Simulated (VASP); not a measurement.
# Tc (P6_3/mmc) in VASP: further runs, part 2 of 2

VASP 6.6.1. The steps go on from the part before.

### 3 Relaxation of cell and atoms, LDA, target pressure 10 GPa, at which the enthalpy is minimised

INCAR reads:

```
SYSTEM = Tc
ALGO = Normal
EDIFF = 1E-7
EDIFFG = -0.02
ENCUT = 600
GGA = CA
IBRION = 2
ISIF = 3
ISMEAR = -1
LASPH = .TRUE.
LCHARG = .FALSE.
LREAL = .FALSE.
LWAVE = .FALSE.
NELM = 80
NSW = 80
PREC = Accurate
PSTRESS = 100.0
SIGMA = 0.1
```

KPOINTS reads:

```
k-points
0
G
  9 9 5
  0 0 0
```

POSCAR reads:

```
Tc
1.0
    2.7200000000      0.0000000000      0.0000000000
   -1.3600000000      2.3555890983      0.0000000000
    0.0000000000      0.0000000000      4.4417600000
Tc
2
Direct
    0.3333333333      0.6666666667      0.2500000000
    0.6666666667      0.3333333333      0.7500000000
```

Potentials or basis: VASP PAW LDA potentials, release 64 (Tc_pv).

The run is started by

```console
> cat potpaw_LDA.64/Tc_pv/POTCAR > POTCAR
> mpirun -np 1 vasp_std > vasp.out
```

Run time: 80 s. Hardware: 1 thread of Intel Xeon Platinum 8259CL at 2.50GHz (Skylake/Cascade Lake), shared host; peak memory 0.15 GiB.

Results (log left out):

```yaml
Free_energy: -23.4655 eV
Relaxed_volume: 13.42 Å³/atom
Relaxed_cell: a = 2.687 Å, b = 2.687 Å, c = 4.292 Å, α = 90.00°, β = 90.00°, γ = 120.00°
Space_group_after_relaxing_to_0.05_Å: P6_3/mmc (No. 194)
Energy_change_on_relaxing_the_enthalpy_is_what_falls: -8.0 meV/atom
Ionic_steps: 7
Pressure_after_relaxing: 10.1 GPa
Band_gap_on_the_k_mesh: zero (band 13 reaches 14.76 eV, above the bottom of band 14 at 12.32 eV)
```

Step by step:
```tsv
step	energy change (eV)	largest force (eV/Å)	pressure (GPa)	volume (Å³)
1	0.0000	0.0000	-9.80	28.46
2	1.9378	0.0000	133.59	21.80
3	-0.0181	0.0000	8.37	26.96
4	-0.0117	0.0000	10.09	26.84
5	-0.0095	0.0000	10.59	26.80
6	-0.0157	0.0000	9.84	26.86
7	-0.0161	0.0000	10.09	26.84
```

Final structure:
```
CELL_PARAMETERS angstrom
2.68693 0.00000 0.00000
-1.34347 2.32695 0.00000
0.00000 0.00000 4.29226
ATOMIC_POSITIONS crystal
Tc 0.33333 0.66667 0.25000
Tc 0.66667 0.33333 0.75000
```

Levels at points of the mesh, in eV from the Fermi level:
```tsv
k point	band 9	band 10	band 11	band 12	band 13	band 14	band 15	band 16	band 17
(0.00, 0.00, 0.00)	-1.82	-1.82	-1.70	-1.01	-1.01	-0.28	-0.28	1.88	2.69
```

Caveat: the cell is relaxed towards a set pressure, so the enthalpy falls and the energy may rise.

### 4 Relaxation of cell and atoms, LDA, target pressure 20 GPa, at which the enthalpy is minimised

INCAR reads:

```
SYSTEM = Tc
ALGO = Normal
EDIFF = 1E-6
EDIFFG = -0.02
ENCUT = 600
IBRION = 2
ISIF = 3
ISMEAR = -1
LASPH = .TRUE.
LCHARG = .FALSE.
LREAL = .FALSE.
LWAVE = .FALSE.
NELM = 80
NSW = 80
PREC = Accurate
PSTRESS = 200.0
SIGMA = 0.1
```

KPOINTS is that of step 3.

POSCAR is that of step 3.

Potentials or basis: VASP PAW LDA potentials, release 64 (Tc_pv).

The run is started by

```console
> cat potpaw_LDA.64/Tc_pv/POTCAR > POTCAR
> mpirun -np 1 vasp_std > vasp.out
```

OUTCAR:

```text
SYSTEM = Tc
   EDIFF = 1E-6
   EDIFFG = -0.02
   ENCUT = 600
   IBRION = 2
   ISIF = 3
   ISMEAR = -1
   LASPH = .TRUE.
   LREAL = .FALSE.
   NELM = 80
   NSW = 80
   PREC = Accurate
   PSTRESS = 200.0

 ion  position               nearest neighbor table
   1  0.333  0.667  0.250-   2 2.72   2 2.72   2 2.72   2 2.72   2 2.72   2 2.72
   2  0.667  0.333  0.750-   1 2.72   1 2.72   1 2.72   1 2.72   1 2.72   1 2.72

  LATTYP: Found a hexagonal cell.
 ALAT       =     2.7200000000
 C/A-ratio  =     1.6330000000

  Lattice vectors:

 A1 = (   2.7200000000,   0.0000000000,   0.0000000000)
 A2 = (  -1.3600000000,   2.3555890983,   0.0000000000)
 A3 = (   0.0000000000,   0.0000000000,   4.4417600000)

Analysis of symmetry for initial positions (statically):
=====================================================================
[... 404 lines left out ...]

 Free energy of the ion-electron system (eV)
  ---------------------------------------------------
  ext. energy  EPLUGINS =         0.00000000
  ---------------------------------------------------
  free energy    TOTEN  =       -23.40454447 eV

  energy without entropy =      -23.34490333  energy(sigma->0) =      -23.37472390

 E-fermi :  14.1925     XC(G=0): -14.5491

 val. band max:       14.1779387747   @ k =   0.3333   0.0000   0.2000
 cond. band min:      14.2120074501   @ k =   0.2222  -0.0000   0.0000
 fundamental gap:      0.0340686754
 Fermi energy:        14.1925044781

 k-point     1 :       0.0000    0.0000    0.0000
  band No.  band energies     occupation
      1     -25.4648      2.00000
      2     -23.9557      2.00000
      3     -23.9557      2.00000
      4     -23.7043      2.00000
      5     -23.7043      2.00000
      6     -23.6586      2.00000
[... 457 lines left out ...]
      4     -24.4636      2.00000
      5     -24.1827      2.00000
      6     -24.1827      2.00000
[... 9 lines left out ...]
     16      16.8775      0.00000
     17      23.1981      0.00000

 [... further k-points ...]
[... 5 lines left out ...]
  --------------------------------------------------------------------------------------
  -------------------------------------------------------------------------------------
  Total        3.2799426      3.2799426      3.2762423      0.0000000      0.0000000     -0.0000000
  in kB      200.6946835    200.6946835    200.4682647      0.0000000      0.0000000     -0.0000000
  external PRESSURE =       0.6192106 kB  Pullay stress =     200.0000000 kB
[... 21 lines left out ...]
  energy  without entropy=      -23.3449033332  energy(sigma->0) =      -23.37472390

  enthalpy is  TOTEN    =       -20.1359550268 eV   P V=        3.2685894396

 reached required accuracy - stopping structural energy minimisation
```

OSZICAR:

```text
N       E                     dE             d eps       ncg     rms          rms(c)
DAV:   1     0.333294884946E+03    0.33329E+03   -0.18102E+04  1224   0.181E+03
DAV:   2    -0.157062665799E+02   -0.34900E+03   -0.34485E+03  1340   0.484E+02
[... 59 lines left out ...]
DAV:   1    -0.234201753129E+02   -0.16297E-01   -0.73179E-01  1224   0.748E+00    0.707E-01
DAV:   2    -0.234073812873E+02    0.12794E-01   -0.21567E-02  1264   0.128E+00    0.306E-01
DAV:   3    -0.234045348712E+02    0.28464E-02   -0.97569E-03  1364   0.698E-01    0.472E-02
DAV:   4    -0.234045475363E+02   -0.12665E-04   -0.22201E-04  1260   0.158E-01    0.137E-02
DAV:   5    -0.234045442226E+02    0.33138E-05   -0.16908E-05  1287   0.300E-02    0.479E-03
DAV:   6    -0.234045444665E+02   -0.24392E-06   -0.71559E-07   684   0.986E-03
   7 F= -.20135955E+02 E0= -.20106134E+02  d E =-.475041E-02
```

It took 81 s on 1 thread of Intel Xeon Platinum 8259CL at 2.50GHz (Skylake/Cascade Lake), shared host; peak memory 0.16 GiB.

What came out:

```
Free energy                                            : -23.4045 eV
Relaxed volume                                         : 13.09 Å³/atom
Relaxed cell                                           : a = 2.665 Å, b = 2.665 Å, c = 4.258 Å, α = 90.00°, β = 90.00°, γ = 120.00°
Space group after relaxing (to 0.05 Å)                 : P6_3/mmc (No. 194)
Energy change on relaxing (the enthalpy is what falls) : +22.4 meV/atom
Ionic steps                                            : 7
Pressure after relaxing                                : 20.1 GPa
Band gap on the k mesh                                 : zero (band 13 reaches 15.28 eV, above the bottom of band 14 at 12.78 eV)
```

The path:
```csv
step,energy change (eV),largest force (eV/Å),pressure (GPa),volume (Å³)
1,0.0000,0.0000,-9.80,28.46
2,5.6663,0.0000,293.67,18.88
3,0.0195,0.0000,15.58,26.46
4,0.0408,0.0000,18.88,26.26
5,0.0521,0.0000,20.40,26.16
6,0.0456,0.0000,19.91,26.20
7,0.0449,0.0000,20.06,26.18
```

Final structure:
```cif
data_structure
_symmetry_space_group_name_H-M 'P 1'
_symmetry_Int_Tables_number 1
_cell_length_a 2.6647
_cell_length_b 2.6647
_cell_length_c 4.2580
_cell_angle_alpha 90.000
_cell_angle_beta 90.000
_cell_angle_gamma 120.000
_cell_volume 26.18
loop_
_atom_site_label
_atom_site_type_symbol
_atom_site_fract_x
_atom_site_fract_y
_atom_site_fract_z
_atom_site_occupancy
Tc1 Tc 0.33333 0.66667 0.25000 1
Tc2 Tc 0.66667 0.33333 0.75000 1
```

Caveat: the cell is relaxed towards a set pressure, so the enthalpy falls and the energy may rise.

### 5 Relaxation of cell and atoms, LDA, target pressure 30 GPa, at which the enthalpy is minimised

INCAR reads:

```
SYSTEM = Tc
  PREC = Accurate
  ENCUT = 600
  EDIFF = 1E-6
  ISMEAR = -1
  SIGMA = 0.1
  LREAL = .FALSE.
  LASPH = .TRUE.
  NELM = 60
  ALGO = Normal
  ISIF = 3
  LWAVE = .FALSE.
  LCHARG = .FALSE.
  IBRION = 2
  NSW = 80
  EDIFFG = -0.02
  PSTRESS = 300.0
```

KPOINTS reads:

```
regular mesh
0
G
  9 9 5
  0 0 0
```

POSCAR is that of step 4.

The run is started by

```console
> cat potpaw_LDA.64/Tc_pv/POTCAR > POTCAR
> mpirun -np 1 vasp_std > vasp.out
```

Wall time 82 s (1 thread of Intel Xeon Platinum 8259CL at 2.50GHz (Skylake/Cascade Lake), shared host); peak memory 0.16 GiB.

Results (log left out):

```
Free energy                                            : -23.3136 eV
Relaxed volume                                         : 12.80 Å³/atom
Relaxed cell                                           : a = 2.645 Å, b = 2.645 Å, c = 4.227 Å, α = 90.00°, β = 90.00°, γ = 120.00°
Space group after relaxing (to 0.05 Å)                 : P6_3/mmc (No. 194)
Energy change on relaxing (the enthalpy is what falls) : +67.9 meV/atom
Ionic steps                                            : 7
Pressure after relaxing                                : 30.1 GPa
Band gap on the k mesh                                 : zero (band 13 reaches 15.77 eV, above the bottom of band 14 at 13.21 eV)
```

Step by step:
```csv
step,energy change (eV),largest force (eV/Å),pressure (GPa),volume (Å³)
1,0.0000,0.0000,-9.80,28.46
2,12.4560,0.0000,554.86,16.23
3,0.0538,0.0000,20.37,26.16
4,0.1025,0.0000,26.19,25.82
5,0.1432,0.0000,30.37,25.59
6,0.1372,0.0000,30.03,25.61
7,0.1358,0.0000,30.11,25.60
```

Final structure:
```yaml
crystal:
  lattice:
    - [2.64467, 0.00000, 0.00000]
    - [-1.32233, 2.29035, 0.00000]
    - [0.00000, 0.00000, 4.22662]
  atoms:
    - { symbol: Tc, position: [0.33333, 0.66667, 0.25000] }
    - { symbol: Tc, position: [0.66667, 0.33333, 0.75000] }
```

Levels at points of the mesh, in eV from the Fermi level:
```
           k point  band 9  band 10  band 11  band 12  band 13  band 14  band 15  band 16  band 17
(0.00, 0.00, 0.00)   -1.98    -1.98    -1.85    -1.11    -1.11    -0.33    -0.33     2.04     2.84
```

Caveat: the cell is relaxed towards a set pressure, so the enthalpy falls and the energy may rise.

### 6 The runs side by side

| cell | gap on the mesh (eV) | pressure (GPa) |
| --- | --- | --- |
| relaxed | none | 0.0 |
| relaxed to 10 GPa | none | 10.1 |
| relaxed to 20 GPa | none | 20.1 |
| relaxed to 30 GPa | none | 30.1 |

Alike in all rows: task relaxation of cell and atoms; level LDA; potentials or basis VASP PAW LDA potentials, release 64 (Tc_pv); no spin polarisation; k mesh 9 × 9 × 5; cutoff (eV) 600; smearing fermi-dirac 0.1 eV.

Caveats: the cell is relaxed towards a set pressure, so the enthalpy falls and the energy may rise (some runs).

Absolute energies hang on the potentials; compare differences alone.
